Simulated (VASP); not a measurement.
Set up this calculation in VASP 6.6.1, as the native input.

```yaml
Task: single point
Functional: PBE
Dispersion: D3(BJ)
Potentials_or_basis: VASP PAW PBE potentials, release 64 (Al)
Cutoff: 520 eV
k_mesh: 18 × 18 × 10
Occupations: gaussian, width 0.15 eV
Spin: no spin polarisation
Dipole_correction: no
Further_INCAR_settings: ALGO = Fast; EDIFF = 1e-07; NBANDS = 10
```

The structure of Al lies in POSCAR:

```
Al
1.0
    2.8124553515      0.0000000000      0.0000000000
   -1.4062276757      2.4356577814      0.0000000000
    0.0000000000      0.0000000000      4.8668500000
Al
2
Direct
    0.5599983066      0.3333333333      0.7500000000
    0.3333333333      0.6666666667      0.2500000000
```

This cell differs from its parent crystal: atom 1 (Al) moved by (-0.300, +0.000) A along x and y.

The input as run:

INCAR

```
  PREC = Accurate
  ENCUT = 520
  EDIFF = 1E-7
  ISMEAR = 0
  SIGMA = 0.15
  LREAL = F
  LASPH = T
  NELM = 80
  ALGO = Fast
  ISIF = 2
  LWAVE = F
  LCHARG = T
  GGA = PE
  IVDW = 12
  LELF = T
  LVHAR = T
  NBANDS = 10
```

KPOINTS

```
Automatic mesh
0
Gamma
  18 18 10
```

Potentials or basis: VASP PAW PBE potentials, release 64 (Al).

The run is started by

```sh
$ cat potpaw_PBE.64/Al/POTCAR > POTCAR
$ mpirun -np 1 vasp_std > vasp.out
```

It gave:

```yaml
Pressure: -2.6 GPa
Largest_force: 0.231 eV/Å
Band_gap_on_the_k_mesh: zero (bands 3 and 4 overlap by 6.87 eV)
Dispersion_energy_per_atom: -0.333 eV
```

Caveat: the cell differs from its parent crystal (atom 1 (Al) moved by (-0.300, +0.000) A along x and y).

Wall time 2.1 min on 1 thread of Intel(R) Xeon(R) Platinum 8559C (Emerald Rapids), on a shared host, peak memory 0.37 GiB.
